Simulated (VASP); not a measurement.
Ni2AgPt8Au9: single point with PBE

The system is Ni2AgPt8Au9.

```
Ni Ag Pt Au
1.0
    -5.95816    4.11482    2.02100
     5.95723    4.08909   -1.97233
    -1.98671   -4.13823   -6.01816
Ni Ag Pt Au
2 1 8 9
Cartesian
  0.0082 2.0849 -1.9519
  -1.9657 6.0807 0.0165
  5.9583 4.0806 -1.9952
  2.0055 -0.0569 -6.0290
  -2.0010 -2.0984 -4.0457
  0.0068 4.0900 -3.9258
  -3.9912 2.0503 -1.9406
  -0.0626 6.1171 -1.9525
  -1.9288 2.0545 -0.0033
  -0.0464 4.0907 -0.0048
  -3.9924 4.1084 -0.0039
  0.0150 -2.1082 -6.0795
  -0.0111 2.0170 -6.0028
  -0.0231 -0.0319 -3.9831
  1.9602 2.0251 -3.9108
  -3.9732 -0.0095 -4.0175
  -1.9918 2.0402 -3.9801
  -1.9635 -0.0114 -1.9532
  1.9948 4.0649 -1.9574
  -1.9842 4.0798 -1.9672
```

```json
{
 "Program": "VASP 6.6.1",
 "Task": "single point",
 "Functional": "PBE",
 "Potentials or basis": "VASP PAW PBE potentials, release 64 (Ni, Ag, Pt, Au)",
 "Cutoff": "520 eV",
 "k mesh": "2 × 2 × 2, shifted",
 "Occupations": "gaussian, width 0.1 eV",
 "Spin": "collinear spin, ferromagnetic start",
 "Starting moments": "[2.0, 2.0, 0.0, 0.0, 0.0, 0.0, 0.0, 0.0, 0.0, 0.0, 0.0, 0.0, 0.0, 0.0, 0.0, 0.0, 0.0, 0.0, 0.0, 0.0] μB"
}
```

```
Pressure                                              : -0.2 GPa
Largest force                                         : 0.028 eV/Å
Net moment                                            : 0.97 μB per cell
Site moments                                          : Ni +0.42, +0.41; Ag -0.00; Pt +0.01, -0.01, -0.00, +0.02, +0.05 (each value once); Au +0.01, -0.00, +0.00 (each value once) μB
Valence electrons inside the program's atomic spheres : Ni 9.00; Ag 9.92; Pt 9.13, 9.14, 9.15 (each value once); Au 9.67, 9.66, 9.68 (each value once)
```

Forces in eV/Å, atoms in the order of the input:
```
Ni  -0.014 -0.008 -0.002
Ni  -0.015  0.008  0.000
Ag   0.004 -0.006  0.005
Pt   0.013  0.007  0.007
Pt   0.000  0.006  0.016
Pt  -0.012  0.005 -0.024
Pt  -0.003 -0.002 -0.013
Pt   0.016  0.021  0.008
Pt  -0.007 -0.011 -0.011
Pt   0.020 -0.001  0.019
Pt   0.006 -0.021  0.007
Au  -0.004 -0.002 -0.001
Au  -0.008  0.002  0.007
Au   0.007  0.010 -0.010
Au   0.002  0.004  0.008
Au  -0.005  0.000  0.006
Au   0.000 -0.005  0.005
Au   0.007 -0.005 -0.005
Au   0.000 -0.005 -0.007
Au  -0.006  0.002 -0.017
```

Stress tensor (GPa, compression positive):
```
-0.25  0.03  0.12
 0.03 -0.19  0.01
 0.12  0.01 -0.15
```

Levels at points of the mesh, in eV from the Fermi level:
Spin up:
| k point | band 102 | band 103 | band 104 | band 105 | band 106 | band 107 | band 108 | band 109 | band 110 | band 111 |
| --- | --- | --- | --- | --- | --- | --- | --- | --- | --- | --- |
| (0.25, 0.25, 0.25) | -0.44 | -0.37 | -0.33 | 0.63 | 0.68 | 0.75 | 0.78 | 0.87 | 0.94 | 0.99 |
Spin down:
| k point | band 100 | band 101 | band 102 | band 103 | band 104 | band 105 | band 106 | band 107 | band 108 | band 109 |
| --- | --- | --- | --- | --- | --- | --- | --- | --- | --- | --- |
| (0.25, 0.25, 0.25) | -0.37 | -0.30 | -0.26 | -0.18 | -0.09 | 0.70 | 0.72 | 0.83 | 0.87 | 0.92 |

It took 22 min on 1 thread of Oxide Virtual Turin-like Processor, with other jobs on the host, peak memory 0.67 GiB.

Caveat: the k points lie up to 0.52 Å⁻¹ apart; spin-orbit coupling is left out, which moves the levels of the heavy elements.
